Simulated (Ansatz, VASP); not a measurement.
# Two plane-wave programs on C

```
C
1.0
     0.00000    2.13604    4.30887
     1.23324    0.00000    4.30887
     1.23324    2.13604    0.00000
C
2
Direct
  0.66667 0.33333 0.66667
  0.33333 0.66667 0.33333
```

Alike in both runs: functional PBE; k mesh 14 × 14 × 14; occupations gaussian, width 0.02 eV; no spin polarisation.

Ansatz relaxed the structure, and its values are those at the end. VASP's run is a single point on that final structure, the one shown.

|  | VASP | Ansatz |
| --- | --- | --- |
| version | VASP 6.6.1 | Ansatz 0.2.0 |
| potentials or method | VASP PAW PBE potentials, release 64 (C), cutoff 520 eV | scalar-relativistic, plane waves, PAW |
| valence electrons in the cell | 8 | 8 |

```tsv
	VASP	Ansatz	Ansatz less VASP
gap on the k mesh at the Fermi level (eV)	1.04	1.04	+0.001
least direct gap on the mesh (eV)	1.09	1.09	+0.001
pressure (GPa)	0.4	0.0	-0.35
```

With one functional, cell and mesh, what is left measures potentials, basis and numerics.
